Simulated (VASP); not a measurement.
As, 2 atoms in the cell. The structure is hexagonal, space group P6_3/mmc (No. 194). The conventional cell has a = 2.958 Å, b = 2.958 Å, c = 4.830 Å, α = 90.00°, β = 90.00°, γ = 120.00°. Within 3.9 Å of As (site symmetry -6m2) lie 12 As at 2.96 Å. 

- Program: VASP 6.6.1
- Task: relaxation of cell and atoms
- Functional: PBEsol
- Potentials or basis: VASP PAW PBE potentials, release 64 (As)
- Cutoff: 600 eV
- k mesh: 12 × 12 × 7
- Occupations: fermi-dirac, width 0.1 eV
- Spin: no spin polarisation
- Dipole correction: no
- Further INCAR settings: ALGO = Normal; EDIFF = 1e-06; IBRION = 2; EDIFFG = -0.01; NSW = 80; ISIF = 3

Potentials or basis: VASP PAW PBE potentials, release 64 (As).

Command:

```sh
$ cat potpaw_PBE.64/As/POTCAR > POTCAR
$ mpirun -np 1 vasp_std > vasp.out
```

Hardware: 1 thread of Intel Xeon 8259CL (shared host).

Question: How long does it take, and how much memory?

Answer: It took 2.9 min on 1 thread of Intel Xeon 8259CL, with other jobs on the host, peak memory 0.18 GiB. Counts: scf iterations 53, k points 76, ion steps 10.
